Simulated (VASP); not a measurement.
# AlRu (Pm-3m) in VASP: notebook, part 2 of 2

VASP 6.6.1. The steps go on from the part before.

### 4 Single point, LDA

File INCAR:

```
PREC = Accurate
ENCUT = 500
EDIFF = 1E-6
ISMEAR = -1
SIGMA = 0.15
LREAL = F
LASPH = T
NELM = 120
ALGO = Normal
ISIF = 2
LWAVE = F
LCHARG = F
NBANDS = 16
GGA_COMPAT = F
```

File KPOINTS:

```
Automatic mesh
0
Gamma
  11 11 11
```

File POSCAR:

```
AlRu
1.0
    2.9916000000      0.0000000000      0.0000000000
    0.0000000000      2.9916000000      0.0000000000
    0.0000000000      0.0000000000      2.9916000000
Al Ru
1 1
Direct
    0.0000000000      0.0000000000      0.0000000000
    0.5000000000      0.5000000000      0.5000000000
```

Potentials or basis: VASP PAW LDA potentials, release 64 (Al, Ru_pv).

The run is started by

```
cat potpaw_LDA.64/Al/POTCAR potpaw_LDA.64/Ru_pv/POTCAR > POTCAR
mpirun -np 1 vasp_std > vasp.out
```

OUTCAR:

```text
PREC = Accurate
   ENCUT = 500
   EDIFF = 1E-6
   ISMEAR = -1
   LREAL = F
   LASPH = T
   NELM = 120
   ISIF = 2

 ion  position               nearest neighbor table
   1  0.000  0.000  0.000-   2 2.59   2 2.59   2 2.59   2 2.59   2 2.59   2 2.59   2 2.59   2 2.59

   2  0.500  0.500  0.500-   1 2.59   1 2.59   1 2.59   1 2.59   1 2.59   1 2.59   1 2.59   1 2.59

  LATTYP: Found a simple cubic cell.
 ALAT       =     2.9916000000

  Lattice vectors:

 A1 = (   2.9916000000,   0.0000000000,   0.0000000000)
 A2 = (   0.0000000000,   2.9916000000,   0.0000000000)
 A3 = (   0.0000000000,   0.0000000000,   2.9916000000)

Analysis of symmetry for initial positions (statically):
=====================================================================
 Subroutine PRICEL returns:
 Original cell was already a primitive cell.

 Routine SETGRP: Setting up the symmetry group for a
 simple cubic supercell.

 Subroutine GETGRP returns: Found 48 space group operations
 (whereof 48 operations were pure point group operations)
 out of a pool of 48 trial point group operations.

The static configuration has the point symmetry O_h .

Analysis of symmetry for dynamics (positions and initial velocities):
=====================================================================
 Subroutine PRICEL returns:
 Original cell was already a primitive cell.

 Routine SETGRP: Setting up the symmetry group for a
 simple cubic supercell.

 Subroutine GETGRP returns: Found 48 space group operations
 (whereof 48 operations were pure point group operations)
 out of a pool of 48 trial point group operations.

The dynamic configuration has the point symmetry O_h .

 Subroutine INISYM returns: Found 48 space group operations
 (whereof 48 operations are pure point group operations),
 and found     1 'primitive' translations

----------------------------------------------------------------------------------------

                                     Primitive cell

  volume of cell :      26.7738

  direct lattice vectors                    reciprocal lattice vectors
     2.991600000  0.000000000  0.000000000     0.334269287  0.000000000  0.000000000
     0.000000000  2.991600000  0.000000000     0.000000000  0.334269287  0.000000000
     0.000000000  0.000000000  2.991600000     0.000000000  0.000000000  0.334269287

  length of vectors
     2.991600000  2.991600000  2.991600000     0.334269287  0.334269287  0.334269287

  position of ions in fractional coordinates (direct lattice)
     0.000000000  0.000000000  0.000000000
     0.500000000  0.500000000  0.500000000

  ion indices of the primitive-cell ions
   primitive index   ion index
                 1           1
                 2           2

----------------------------------------------------------------------------------------

 KPOINTS: Automatic mesh

Automatic generation of k-mesh.
 Grid dimensions read from file:
 generate k-points for:   11   11   11

 Generating k-lattice:

  Cartesian coordinates                     Fractional coordinates (reciprocal lattice)
     0.030388117  0.000000000  0.000000000     0.090909091  0.000000000  0.000000000
     0.000000000  0.030388117  0.000000000     0.000000000  0.090909091  0.000000000
     0.000000000  0.000000000  0.030388117     0.000000000  0.000000000  0.090909091

  Length of vectors
     0.030388117  0.030388117  0.030388117

  Shift w.r.t. Gamma in fractional coordinates (k-lattice)
     0.000000000  0.000000000  0.000000000

 Subroutine IBZKPT returns following result:
 ===========================================

 Found     56 irreducible k-points:

 Following reciprocal coordinates:
            Coordinates               Weight
  0.000000  0.000000  0.000000      1.000000
  0.090909  0.000000  0.000000      6.000000
  0.181818  0.000000  0.000000      6.000000
  0.272727  0.000000  0.000000      6.000000
  0.363636  0.000000  0.000000      6.000000
  0.454545  0.000000  0.000000      6.000000
[... 16 lines left out ...]
  0.181818  0.090909  0.090909     24.000000
  0.272727  0.090909  0.090909     24.000000
 [... further k-points ...]
   k-points           NKPTS =     56   k-points in BZ     NKDIM =     56   number of bands    NBANDS=     16
   number of dos      NEDOS =    301   number of ions     NIONS =      2
   total plane-waves  NPLWV =  13824
   dimension x,y,z NGX =    24 NGY =   24 NGZ =   24
   dimension x,y,z NGXF=    48 NGYF=   48 NGZF=   48
   ions per type =               1   1
   NGX,Y,Z   is equivalent  to a cutoff of  13.34, 13.34, 13.34 a.u.
   NGXF,Y,Z  is equivalent  to a cutoff of  26.67, 26.67, 26.67 a.u.
 SYSTEM =  unknown system
   PREC   = accura    normal or accurate (medium, high low for compatibility)
   ISTART =      0    job   : 0-new  1-cont  2-samecut
   ICHARG =      2    charge: 1-file 2-atom 10-const
   ISPIN  =      1    spin polarized calculation?
   LNONCOLLINEAR =      F non collinear calculations
   LSORBIT =      F    spin-orbit coupling
   LASPH  =      T    aspherical Exc in radial PAW
   ENCUT  =  500.0 eV  36.75 Ry    6.06 a.u.   5.45  5.45  5.45*2*pi/ulx,y,z
   NELM   =    120;   NELMIN=  2; NELMDL= -5     # of ELM steps
   EDIFF  = 0.1E-05   stopping-criterion for ELM
   LREAL  =      F    real-space projection
   EDIFFG = 0.1E-04   stopping-criterion for IOM
   NSW    =      0    number of steps for IOM
   IBRION =     -1    ionic relax: 0-MD 1-quasi-New 2-CG
   NFREE  =      0    steps in history (QN), initial steepest desc. (CG)
   ISIF   =      2    stress and relaxation
   ISYM   =      2    0-nonsym 1-usesym 2-fastsym
   POTIM  = 0.5000    time-step for ionic-motion
   TEBEG  =    0.0;   TEEND  =   0.0 temperature during run
   PSTRESS=    0.0 pullay stress
   NELECT =      17.0000    total number of electrons
   NUPDOWN=      -1.0000    fix difference up-down
   EMIN   =  10.00;   EMAX   =-10.00  energy-range for DOS
   EFERMI =   0.00;   METHOD = LEGACY
   ISMEAR =    -1;   SIGMA  =   0.15  broadening in eV -4-tet -1-fermi 0-gaus
   EFERMI_NEDOS =   21; number of points for ismear=-14 and -15
   IALGO  =     38    algorithm
   IMIX   =      4    mixing-type and parameters
     AMIX     =   0.40;   BMIX     =  1.00
     AMIX_MAG =   1.60;   BMIX_MAG =  1.00
  volume/ion in A,a.u.               =      13.39        90.34
  Fermi-wavevector in a.u.,A,eV,Ry     =   1.407087  2.659009 26.938090  1.979894
  Thomas-Fermi vector in A             =   2.529382
   LORBIT       =      0    0 simple, 1 ext, 2 COOP (PROOUT), +10 PAW based schemes
   GGA     = CA    functional components
   LHFCALC =     F    Hartree Fock is set to
   AEXX    =    0.0000 exact exchange contribution
   IVDW    =     0    specifies the selected vdW correction
   LEPSILON=     F    determine dielectric tensor
   LRPA    =     F    only Hartree local field effects (RPA)
 non-spin polarized calculation
  energy-cutoff  :      500.00
  volume of cell :       26.77
 maximum number of plane-waves:       703
 NGX is ok and might be reduce to    24
   NGX = 11   NGY = 11   NGZ = 11

 number of electron      16.9999995 magnetization

 Free energy of the ion-electron system (eV)
  ---------------------------------------------------
  ext. energy  EPLUGINS =         0.00000000
  ---------------------------------------------------
  free energy    TOTEN  =       -16.21283934 eV

  energy without entropy =      -16.09575278  energy(sigma->0) =      -16.15429606

 E-fermi :  10.5425     XC(G=0): -12.7932

 val. band max:       10.5258651761   @ k =   0.3636   0.3636   0.2727
 cond. band min:      10.5686831620   @ k =   0.3636   0.0909   0.0909
 fundamental gap:      0.0428179859
 Fermi energy:        10.5425344141

 k-point     1 :       0.0000    0.0000    0.0000
  band No.  band energies     occupation
      1     -31.0562      2.00000
      2     -31.0562      2.00000
      3     -31.0562      2.00000
      4       0.8541      2.00000
      5       6.9205      2.00000
      6       6.9205      2.00000
[... 8 lines left out ...]
     15      22.1868      0.00000
     16      25.4156      0.00000
[... 419 lines left out ...]
 k-point    24 :       0.2727    0.0909    0.0909
  band No.  band energies     occupation
      1     -31.1751      2.00000
      2     -31.0616      2.00000
      3     -31.0605      2.00000
      4       2.4873      2.00000
      5       7.0958      2.00000
      6       7.4550      2.00000
[... 8 lines left out ...]
     15      24.2605      0.00000
     16      25.3226      0.00000

 [... further k-points ...]

------------------------ aborting loop because EDIFF is reached ----------------------------------------

  FORCE on cell =-STRESS in cart. coord.  units (eV):
  Direction    XX          YY          ZZ          XY          YZ          ZX
  --------------------------------------------------------------------------------------
  -------------------------------------------------------------------------------------
  Total       -1.1918113     -1.1918113     -1.1918113      0.0000000      0.0000000      0.0000000
  in kB      -71.3193689    -71.3193689    -71.3193689      0.0000000      0.0000000      0.0000000
  external PRESSURE =     -71.3193689 kB  Pullay stress =       0.0000000 kB

 VOLUME and BASIS-vectors are now :
 -----------------------------------------------------------------------------
  energy-cutoff  :      500.00
  volume of cell :       26.77
      direct lattice vectors                 reciprocal lattice vectors
     2.991600000  0.000000000  0.000000000     0.334269287  0.000000000  0.000000000
     0.000000000  2.991600000  0.000000000     0.000000000  0.334269287  0.000000000
     0.000000000  0.000000000  2.991600000     0.000000000  0.000000000  0.334269287

 POSITION                                       TOTAL-FORCE (eV/Angst)
 -----------------------------------------------------------------------------------
      0.00000      0.00000      0.00000         0.000000      0.000000      0.000000
      1.49580      1.49580      1.49580         0.000000      0.000000      0.000000
 -----------------------------------------------------------------------------------
    total drift:                                0.000000     -0.000000     -0.000000

  FREE ENERGIE OF THE ION-ELECTRON SYSTEM (eV)
  ---------------------------------------------------
  free  energy   TOTEN  =       -16.2128393362 eV

  energy  without entropy=      -16.0957527806  energy(sigma->0) =      -16.15429606
```

OSZICAR:

```text
N       E                     dE             d eps       ncg     rms          rms(c)
DAV:   1     0.109971985672E+03    0.10997E+03   -0.90193E+03  1832   0.962E+02
DAV:   2    -0.150500252058E+02   -0.12502E+03   -0.11895E+03  2136   0.286E+02
DAV:   3    -0.168886046882E+02   -0.18386E+01   -0.18325E+01  2288   0.363E+01
DAV:   4    -0.169004441655E+02   -0.11839E-01   -0.11821E-01  2248   0.309E+00
DAV:   5    -0.169005709440E+02   -0.12678E-03   -0.12674E-03  2104   0.311E-01    0.123E+01
DAV:   6    -0.163124735374E+02    0.58810E+00   -0.22813E+00  1888   0.162E+01    0.234E+00
DAV:   7    -0.162336067723E+02    0.78867E-01   -0.18581E-01  1880   0.484E+00    0.210E+00
DAV:   8    -0.162130948719E+02    0.20512E-01   -0.21118E-02  2104   0.104E+00    0.199E-01
DAV:   9    -0.162128631581E+02    0.23171E-03   -0.31357E-04  2152   0.149E-01    0.126E-01
DAV:  10    -0.162128398063E+02    0.23352E-04   -0.27589E-05  1968   0.564E-02    0.659E-03
DAV:  11    -0.162128393362E+02    0.47009E-06   -0.10043E-06  1760   0.109E-02
   1 F= -.16212839E+02 E0= -.16154296E+02  d E =-.117087E+00
```

It took 8.8 s on 1 thread of Intel Xeon Platinum 8488C (Sapphire Rapids), shared host; peak memory 0.14 GiB.

Results:

```yaml
Free_energy: -16.2128 eV
Pressure: -7.1 GPa
Band_gap_on_the_k_mesh: zero (an odd number of electrons rules out a gap without spin polarisation)
```

Levels at points of the mesh, in eV from the Fermi level:
| k point | band 7 | band 8 | band 9 | band 10 | band 11 | band 12 |
| --- | --- | --- | --- | --- | --- | --- |
| (0.00, 0.00, 0.00) | 0.16 | 0.16 | 0.16 | 5.99 | 5.99 | 5.99 |

Caveat: the cell stands under tension.

### 5 Overview

```csv
level,potentials or basis,gap on the mesh (eV),pressure (GPa)
BLYP,"VASP PAW PBE potentials, release 64 (Al, Ru_pv)",none,10.2
PBE,"VASP PAW PBE potentials, release 64 (Al, Ru_pv)",none,3.1
LDA,"VASP PAW LDA potentials, release 64 (Al, Ru_pv)",none,-7.1
```

Alike in all rows: task single point; no spin polarisation; cell as given; k mesh 11 × 11 × 11; cutoff (eV) 500; smearing fermi-dirac 0.15 eV.

Caveats: the cell stands under pressure (at least some runs); the PAW data sets were made with another functional, which shifts forces and pressure a little (at least some runs); the cell stands under tension (at least some runs).

Absolute energies hang on the potentials; compare differences alone.
